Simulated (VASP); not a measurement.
# CoO (I4/mmm) in VASP: further runs

The runs below take CoO through single point, with PBEsol+U.

All numbers are computed with VASP 6.6.1; they aren't measurements. Logs are shortened: lines on timing, memory, paths and dates and some standing lists are left out, and cuts for length are marked.

## 1. The cell of the first run

The structure is tetragonal, space group I4/mmm (No. 139). The conventional cell has a = 3.016 Å, b = 3.016 Å, c = 4.215 Å, α = 90.00°, β = 90.00°, γ = 90.00°. Within 2.8 Å of Co (site symmetry 4/mmm) lie 6 O at 2.11 to 2.13 Å. O (site symmetry 4/mmm) has 6 Co at 2.11 to 2.13 Å within 2.8 Å.

## 2. Single point, PBEsol+U, collinear spin, ferromagnetic start

INCAR reads:

```
SYSTEM = CoO
PREC = Accurate
ENCUT = 520
EDIFF = 1E-6
ISMEAR = -1
SIGMA = 0.2
LREAL = .FALSE.
LASPH = .TRUE.
NELM = 150
ALGO = Normal
ISIF = 2
LWAVE = .FALSE.
LCHARG = .FALSE.
ISPIN = 2
MAGMOM = 2.5 0
LORBIT = 11
LMAXMIX = 4
LDAU = .TRUE.
LDAUTYPE = 2
LDAUL = 2 -1
LDAUU = 2 0
LDAUJ = 0 0
LDAUPRINT = 1
GGA = PS
NBANDS = 18
```

KPOINTS reads:

```
Automatic mesh
0
G
  4 4 4
  0 0 0
```

POSCAR reads:

```
CoO
1.0
   -1.5080000000      1.5080000000      2.1072500000
    1.5080000000     -1.5080000000      2.1072500000
    1.5080000000      1.5080000000     -2.1072500000
Co O
1 1
Direct
    0.0000000000      0.0000000000      0.0000000000
    0.5000000000      0.5000000000      0.0000000000
```

Potentials or basis: VASP PAW PBE potentials, release 64 (Co, O).

The run is started by

```
> cat potpaw_PBE.64/Co/POTCAR potpaw_PBE.64/O/POTCAR > POTCAR
> mpirun -np 1 vasp_std > vasp.out
```

OUTCAR:

```text
SYSTEM = CoO
   PREC = Accurate
   ENCUT = 520
   EDIFF = 1E-6
   ISMEAR = -1
   LREAL = .FALSE.
   LASPH = .TRUE.
   NELM = 150
   ISIF = 2
   ISPIN = 2
   LORBIT = 11
   GGA = PS

 ion  position               nearest neighbor table
   1  0.000  0.000  0.000-   2 2.11   2 2.11   2 2.13   2 2.13   2 2.13   2 2.13
   2  0.500  0.500  0.000-   1 2.11   1 2.11   1 2.13   1 2.13   1 2.13   1 2.13

  LATTYP: Found a body centered tetragonal cell.
 ALAT       =     3.0160000000
 C/A-ratio  =     1.3973806366

  Lattice vectors:

 A1 = (  -1.5080000000,   1.5080000000,   2.1072500000)
 A2 = (   1.5080000000,  -1.5080000000,   2.1072500000)
 A3 = (   1.5080000000,   1.5080000000,  -2.1072500000)

Analysis of symmetry for initial positions (statically):
=====================================================================
 Subroutine PRICEL returns:
 Original cell was already a primitive cell.

 Routine SETGRP: Setting up the symmetry group for a
 body centered tetragonal supercell.

 Subroutine GETGRP returns: Found 16 space group operations
 (whereof 16 operations were pure point group operations)
 out of a pool of 16 trial point group operations.

The static configuration has the point symmetry D_4h.

Analysis of symmetry for dynamics (positions and initial velocities):
=====================================================================
 Subroutine PRICEL returns:
 Original cell was already a primitive cell.

 Routine SETGRP: Setting up the symmetry group for a
 body centered tetragonal supercell.

 Subroutine GETGRP returns: Found 16 space group operations
 (whereof 16 operations were pure point group operations)
 out of a pool of 16 trial point group operations.

The dynamic configuration has the point symmetry D_4h.

Analysis of structural, dynamic, and magnetic symmetry:
=====================================================================
 Subroutine PRICEL returns:
 Original cell was already a primitive cell.

 Routine SETGRP: Setting up the symmetry group for a
 body centered tetragonal supercell.

 Subroutine GETGRP returns: Found 16 space group operations
 (whereof 16 operations were pure point group operations)
 out of a pool of 16 trial point group operations.
[... 158 lines left out ...]
  o =  0.9614  v =  0.0000  0.0000  0.0000 -0.0000  1.0000  0.0000  0.0000  0.0000  0.0000  0.0000      0.0000  0.0000  0.0000  0.0000  0.0000  0.0000  0.0000  0.0000  0.0000  0.0000
  o =  0.9619  v =  0.0000 -0.0868  0.0000  0.9962  0.0000  0.0000  0.0000  0.0000  0.0000  0.0000      0.0000  0.0000  0.0000  0.0000  0.0000  0.0000  0.0000  0.0000  0.0000  0.0000
  o =  0.9619  v =  0.0000 -0.9962  0.0000 -0.0868  0.0000  0.0000  0.0000  0.0000  0.0000  0.0000      0.0000  0.0000  0.0000  0.0000  0.0000  0.0000  0.0000  0.0000  0.0000  0.0000
  o =  0.9789  v =  0.0000 -0.0000 -1.0000  0.0000  0.0000  0.0000  0.0000  0.0000  0.0000  0.0000      0.0000  0.0000  0.0000  0.0000  0.0000  0.0000  0.0000  0.0000  0.0000  0.0000
  o =  0.9854  v =  1.0000  0.0000  0.0000  0.0000  0.0000  0.0000  0.0000  0.0000  0.0000  0.0000      0.0000  0.0000  0.0000  0.0000  0.0000  0.0000  0.0000  0.0000  0.0000  0.0000

 number of electron      15.0000006 magnetization       2.7821072

 Free energy of the ion-electron system (eV)
  ---------------------------------------------------
  ext. energy  EPLUGINS =         0.00000000
  ---------------------------------------------------
  free energy    TOTEN  =       -13.05361769 eV

  energy without entropy =      -12.74447853  energy(sigma->0) =      -12.89904811

 E-fermi :   7.6600     XC(G=0): -12.6931

 val. band max:        7.6580967309   @ k =  -0.2500   0.2500   0.0000
 cond. band min:       7.6679059711   @ k =   0.2500   0.2500   0.0000
 fundamental gap:      0.0098092402
 Fermi energy:         7.6600277353

 spin component 1

 k-point     1 :       0.0000    0.0000    0.0000
  band No.  band energies     occupation
      1     -12.2719      1.00000
      2       3.6577      1.00000
      3       3.7476      1.00000
      4       3.9695      1.00000
      5       4.0163      1.00000
      6       4.0163      1.00000
[... 249 lines left out ...]
      4       3.5053      1.00000
      5       3.5053      1.00000
      6       4.0215      1.00000
[... 10 lines left out ...]
     17      38.1563      0.00000
     18      38.9243      0.00000
 Fermi energy:         7.6600277353

 spin component 2

 k-point     1 :       0.0000    0.0000    0.0000
  band No.  band energies     occupation
      1     -11.8834      1.00000
      2       5.1908      1.00000
      3       5.2369      0.99999
      4       5.2369      0.99999
      5       6.4222      0.99795
      6       6.4223      0.99795
[... 250 lines left out ...]
      5       5.3859      0.99999
      6       7.6860      0.46761
[... 10 lines left out ...]
     17      39.1678      0.00000
     18      39.1678      0.00000

------------------------ aborting loop because EDIFF is reached ----------------------------------------

  FORCE on cell =-STRESS in cart. coord.  units (eV):
  Direction    XX          YY          ZZ          XY          YZ          ZX
  --------------------------------------------------------------------------------------
  -------------------------------------------------------------------------------------
  Total       -1.2327201     -1.2327201     -1.0293467      0.0000000      0.0000000      0.0000000
  in kB     -103.0377406   -103.0377406    -86.0386336      0.0000000      0.0000000      0.0000000
  external PRESSURE =     -97.3713716 kB  Pullay stress =       0.0000000 kB

 VOLUME and BASIS-vectors are now :
 -----------------------------------------------------------------------------
  energy-cutoff  :      520.00
  volume of cell :       19.17
      direct lattice vectors                 reciprocal lattice vectors
    -1.508000000  1.508000000  2.107250000     0.000000000  0.331564987  0.237276071
     1.508000000 -1.508000000  2.107250000     0.331564987  0.000000000  0.237276071
     1.508000000  1.508000000 -2.107250000     0.331564987  0.331564987  0.000000000

 POSITION                                       TOTAL-FORCE (eV/Angst)
 -----------------------------------------------------------------------------------
      0.00000      0.00000      0.00000        -0.000000     -0.000000      0.000000
      0.00000      0.00000      2.10725         0.000000      0.000000      0.000000
 -----------------------------------------------------------------------------------
    total drift:                               -0.000000      0.000000     -0.000000

  FREE ENERGIE OF THE ION-ELECTRON SYSTEM (eV)
  ---------------------------------------------------
  free  energy   TOTEN  =       -13.0536176877 eV

  energy  without entropy=      -12.7444785334  energy(sigma->0) =      -12.89904811

 total charge

# of ion       s       p       d       tot
------------------------------------------
    1        0.299   0.368   7.167   7.835
    2        1.548   3.412   0.000   4.961
--------------------------------------------------
tot          1.848   3.780   7.167  12.796

 magnetization (x)

# of ion       s       p       d       tot
------------------------------------------
    1        0.020   0.017   2.506   2.543
    2        0.025   0.188   0.000   0.213
--------------------------------------------------
tot          0.044   0.206   2.506   2.756
```

OSZICAR:

```text
N       E                     dE             d eps       ncg     rms          rms(c)
DAV:   1     0.750189051269E+02    0.75019E+02   -0.66038E+03   968   0.962E+02
[... 19 lines left out ...]
DAV:  21    -0.130538114628E+02    0.37768E-03   -0.10497E-03  1098   0.266E-01    0.154E-01
DAV:  22    -0.130536658960E+02    0.14557E-03   -0.33796E-04  1166   0.154E-01    0.823E-02
DAV:  23    -0.130536186281E+02    0.47268E-04   -0.11615E-04  1148   0.109E-01    0.133E-02
DAV:  24    -0.130536228884E+02   -0.42603E-05   -0.12079E-04  1138   0.826E-02    0.198E-02
DAV:  25    -0.130536182310E+02    0.46574E-05   -0.33473E-05  1146   0.418E-02    0.500E-03
DAV:  26    -0.130536176536E+02    0.57735E-06   -0.14838E-05   822   0.255E-02    0.109E-03
DAV:  27    -0.130536176877E+02   -0.34024E-07   -0.43534E-07   520   0.531E-03
   1 F= -.13053618E+02 E0= -.12899048E+02  d E =-.309139E+00  mag=     2.7822
```

It took 10 s on 1 thread of Intel Xeon 6975P-C (Granite Rapids), shared host; peak memory 0.15 GiB.

What came out:

| Quantity | Value |
| --- | --- |
| Free energy | -13.0536 eV |
| Pressure | -9.7 GPa |
| Net moment | 2.78 μB per cell |
| Site moments | Co +2.54; O +0.21 μB |
| Valence electrons inside the program's atomic spheres | Co 7.83; O 4.96 |

Stress tensor (GPa, compression positive):
```
-10.30   0.00   0.00
  0.00 -10.30   0.00
  0.00   0.00  -8.60
```

Levels at points of the mesh, in eV from the Fermi level:
Spin up:
```csv
k point,band 6,band 7,band 8,band 9,band 10,band 11,band 12,band 13
"(0.00, 0.00, 0.00)",-3.64,-2.88,-2.86,-2.86,1.21,16.90,17.74,17.75
"(0.50, 0.00, 0.00)",-2.92,-2.23,-0.12,0.01,5.18,9.58,13.42,13.70
"(0.50, 0.50, 0.00)",-3.60,-3.05,-2.74,-2.62,6.02,9.98,11.42,15.89
"(0.50, 0.50, 0.50)",-3.64,-2.98,-2.62,-2.62,6.02,10.15,11.22,15.87
```
Spin down:
| k point | band 2 | band 3 | band 4 | band 5 | band 6 | band 7 | band 8 | band 9 | band 10 | band 11 |
| --- | --- | --- | --- | --- | --- | --- | --- | --- | --- | --- |
| (0.00, 0.00, 0.00) | -2.47 | -2.42 | -2.42 | -1.24 | -1.24 | -1.10 | 0.83 | 0.89 | 1.71 | 16.82 |
| (0.50, 0.00, 0.00) | -7.55 | -4.36 | -4.36 | -0.17 | -0.15 | 0.15 | 3.31 | 3.45 | 5.45 | 10.30 |
| (0.50, 0.50, 0.00) | -6.33 | -3.74 | -3.65 | -2.36 | 0.04 | 0.11 | 1.36 | 1.80 | 6.89 | 10.37 |
| (0.50, 0.50, 0.50) | -6.30 | -3.73 | -3.73 | -2.27 | 0.03 | 0.03 | 1.35 | 1.84 | 6.89 | 10.51 |

Eigenvalues of the final occupation matrices:
```csv
site,spin,trace,eigenvalues
site 1 d,1,4.85,0.96 0.96 0.96 0.98 0.99
site 1 d,2,2.34,0.15 0.15 0.65 0.70 0.70
```

Caveat: the k points lie up to 0.74 Å⁻¹ apart; the PAW data sets were made with another functional, which shifts forces and pressure a little; a cell with one magnetic atom can't hold antiferromagnetic order, which such compounds often take. The state reached can hang on the start; a lower one may exist.

## 3. Single point, PBEsol+U, collinear spin, ferromagnetic start

INCAR is that of step 2.

KPOINTS reads:

```
regular mesh
0
G
  5 5 5
  0 0 0
```

POSCAR is that of step 2.

Potentials or basis: VASP PAW PBE potentials, release 64 (Co, O).

The run is started by

```
> cat potpaw_PBE.64/Co/POTCAR potpaw_PBE.64/O/POTCAR > POTCAR
> mpirun -np 1 vasp_std > vasp.out
```

OUTCAR:

```text
SYSTEM = CoO
   PREC = Accurate
   ENCUT = 520
   EDIFF = 1E-6
   ISMEAR = -1
   LREAL = .FALSE.
   LASPH = .TRUE.
   NELM = 150
   ISIF = 2
   ISPIN = 2
   LORBIT = 11
   GGA = PS

 ion  position               nearest neighbor table
   1  0.000  0.000  0.000-   2 2.11   2 2.11   2 2.13   2 2.13   2 2.13   2 2.13
   2  0.500  0.500  0.000-   1 2.11   1 2.11   1 2.13   1 2.13   1 2.13   1 2.13

  LATTYP: Found a body centered tetragonal cell.
 ALAT       =     3.0160000000
 C/A-ratio  =     1.3973806366

  Lattice vectors:

 A1 = (  -1.5080000000,   1.5080000000,   2.1072500000)
[... 998 lines left out ...]

 VOLUME and BASIS-vectors are now :
 -----------------------------------------------------------------------------
  energy-cutoff  :      520.00
  volume of cell :       19.17
      direct lattice vectors                 reciprocal lattice vectors
    -1.508000000  1.508000000  2.107250000     0.000000000  0.331564987  0.237276071
     1.508000000 -1.508000000  2.107250000     0.331564987  0.000000000  0.237276071
     1.508000000  1.508000000 -2.107250000     0.331564987  0.331564987  0.000000000

 POSITION                                       TOTAL-FORCE (eV/Angst)
 -----------------------------------------------------------------------------------
      0.00000      0.00000      0.00000        -0.000000     -0.000000      0.000000
      0.00000      0.00000      2.10725         0.000000      0.000000     -0.000000
 -----------------------------------------------------------------------------------
    total drift:                               -0.000000      0.000000     -0.000000

  FREE ENERGIE OF THE ION-ELECTRON SYSTEM (eV)
  ---------------------------------------------------
  free  energy   TOTEN  =       -13.0427993703 eV

  energy  without entropy=      -12.7267428116  energy(sigma->0) =      -12.88477109

 total charge

# of ion       s       p       d       tot
------------------------------------------
    1        0.301   0.370   7.157   7.828
    2        1.548   3.417   0.000   4.965
--------------------------------------------------
tot          1.850   3.786   7.157  12.793

 magnetization (x)

# of ion       s       p       d       tot
------------------------------------------
    1        0.020   0.018   2.564   2.602
    2        0.026   0.214   0.000   0.240
--------------------------------------------------
tot          0.046   0.232   2.564   2.842
```

OSZICAR:

```text
N       E                     dE             d eps       ncg     rms          rms(c)
DAV:   1     0.824960828646E+02    0.82496E+02   -0.64966E+03  1328   0.955E+02
DAV:   2    -0.979796437443E+01   -0.92294E+02   -0.79548E+02  1380   0.227E+02
[... 13 lines left out ...]
DAV:  16    -0.130427408789E+02   -0.69342E-03   -0.10516E-02  1722   0.714E-01    0.673E-02
DAV:  17    -0.130428725497E+02   -0.13167E-03   -0.32515E-04  1532   0.107E-01    0.478E-02
DAV:  18    -0.130428120176E+02    0.60532E-04   -0.52112E-04  1386   0.196E-01    0.172E-02
DAV:  19    -0.130428015783E+02    0.10439E-04   -0.53950E-04  1732   0.158E-01    0.835E-03
DAV:  20    -0.130428000116E+02    0.15666E-05   -0.23190E-05  1608   0.383E-02    0.372E-03
DAV:  21    -0.130427992468E+02    0.76481E-06   -0.18101E-05  1202   0.292E-02    0.192E-03
DAV:  22    -0.130427993703E+02   -0.12341E-06   -0.32792E-07   716   0.559E-03
   1 F= -.13042799E+02 E0= -.12884771E+02  d E =-.316057E+00  mag=     2.8726
```

Run time: 9.7 s. Hardware: 1 thread of Intel Xeon 6975P-C (Granite Rapids), shared host; peak memory 0.15 GiB.

What came out:

```yaml
Free_energy: -13.0428 eV
Pressure: -8.6 GPa
Net_moment: 2.87 μB per cell
Site_moments: Co +2.60; O +0.24 μB
Valence_electrons_inside_the_program's_atomic_spheres: Co 7.83; O 4.96
```

Eigenvalues of the final occupation matrices:
```csv
site,spin,trace,eigenvalues
site 1 d,1,4.87,0.96 0.96 0.96 0.99 0.99
site 1 d,2,2.31,0.15 0.16 0.63 0.68 0.68
```

Caveat: the k points lie up to 0.59 Å⁻¹ apart; the PAW data sets were made with another functional, which shifts forces and pressure a little; a cell with one magnetic atom can't hold antiferromagnetic order, which such compounds often take.

## 4. Single point, PBEsol+U, collinear spin, ferromagnetic start

INCAR reads:

```
PREC     = Accurate       # precision mode
ENCUT    = 520            # plane-wave cutoff, eV
EDIFF    = 1E-6           # SCF threshold, eV
ISMEAR   = -1             # smearing method
SIGMA    = 0.2            # smearing width, eV
LREAL    = False          # projectors in reciprocal space
LASPH    = True           # aspherical terms in the spheres
NELM     = 150            # most SCF steps
ALGO     = Normal         # electronic algorithm
ISIF     = 2              # what is computed and relaxed
LWAVE    = False          # write WAVECAR
LCHARG   = True           # write CHGCAR
ISPIN    = 2              # spin polarisation
MAGMOM   = 2.5 0          # initial moments
LORBIT   = 11             # projections on sites
LMAXMIX  = 4              # l up to which the mixer works
LDAU     = True           # DFT+U
LDAUTYPE = 2            
LDAUL    = 2 -1           # shell
LDAUU    = 2 0            # U, eV
LDAUJ    = 0 0          
LDAUPRINT= 1            
GGA      = PS             # functional
LELF     = True           # ELF
LVHAR    = True         
NBANDS   = 18             # bands
```

KPOINTS reads:

```
regular mesh
0
Gamma
  6 6 6
```

POSCAR is that of step 3.

The run is started by

```
> cat potpaw_PBE.64/Co/POTCAR potpaw_PBE.64/O/POTCAR > POTCAR
> mpirun -np 1 vasp_std > vasp.out
```

Run time: 14 s. Hardware: 1 thread of Intel Xeon 6975P-C (Granite Rapids), shared host; peak memory 0.15 GiB.

Results (log left out):

```
Free energy                                           : -13.0461 eV
Pressure                                              : -8.7 GPa
Net moment                                            : 2.88 μB per cell
Site moments                                          : Co +2.61; O +0.24 μB
Valence electrons inside the program's atomic spheres : Co 7.83; O 4.96
```

Stress tensor (GPa, compression positive):
```
-9.41  0.00  0.00
 0.00 -9.41  0.00
 0.00  0.00 -7.23
```

Levels at points of the mesh, in eV from the Fermi level:
Spin up:
| k point | band 7 | band 8 | band 9 | band 10 | band 11 | band 12 |
| --- | --- | --- | --- | --- | --- | --- |
| (0.00, 0.00, 0.00) | -2.85 | -2.83 | -2.83 | 1.22 | 16.90 | 17.73 |
| (0.50, 0.00, 0.00) | -2.29 | -0.14 | -0.02 | 5.18 | 9.59 | 13.42 |
| (0.50, 0.50, 0.00) | -3.13 | -2.82 | -2.69 | 6.02 | 10.00 | 11.40 |
| (0.50, 0.50, 0.50) | -3.06 | -2.70 | -2.70 | 6.01 | 10.17 | 11.21 |
Spin down:
```csv
k point,band 2,band 3,band 4,band 5,band 6,band 7,band 8,band 9,band 10,band 11
"(0.00, 0.00, 0.00)",-2.38,-2.34,-2.34,-1.21,-1.21,-1.07,0.82,0.89,1.75,16.84
"(0.50, 0.00, 0.00)",-7.50,-4.30,-4.30,-0.14,-0.12,0.18,3.33,3.47,5.47,10.35
"(0.50, 0.50, 0.00)",-6.27,-3.66,-3.58,-2.33,0.06,0.13,1.36,1.79,6.90,10.43
"(0.50, 0.50, 0.50)",-6.24,-3.66,-3.66,-2.25,0.05,0.05,1.33,1.84,6.90,10.57
```

Eigenvalues of the final occupation matrices:
```tsv
site	spin	trace	eigenvalues
site 1 d	1	4.87	0.96 0.96 0.96 0.99 0.99
site 1 d	2	2.31	0.15 0.16 0.63 0.68 0.68
```

Caveat: the k points lie up to 0.49 Å⁻¹ apart; the PAW data sets were made with another functional, which shifts forces and pressure a little; a cell with one magnetic atom can't hold antiferromagnetic order, which such compounds often take. The state reached can hang on the start; a lower one may exist.

## 5. Summary

```tsv
k mesh	gap on the mesh (eV)	pressure (GPa)	moment (μB)
4 × 4 × 4	none	-9.7	2.78
5 × 5 × 5	none	-8.6	2.87
6 × 6 × 6	none	-8.7	2.88
```

Alike in all rows: task single point; level PBEsol+U; potentials or basis VASP PAW PBE potentials, release 64 (Co, O); spin collinear, ferromagnetic start; Co d U = 2.0 eV; cell as given; cutoff (eV) 520; smearing fermi-dirac 0.2 eV.

Caveats: all runs use coarse meshes; the PAW data sets were made with another functional, which shifts forces and pressure a little; a cell with one magnetic atom can't hold antiferromagnetic order, which such compounds often take.

Total energies depend on the potentials used, so only differences within one code and one set of settings carry meaning.
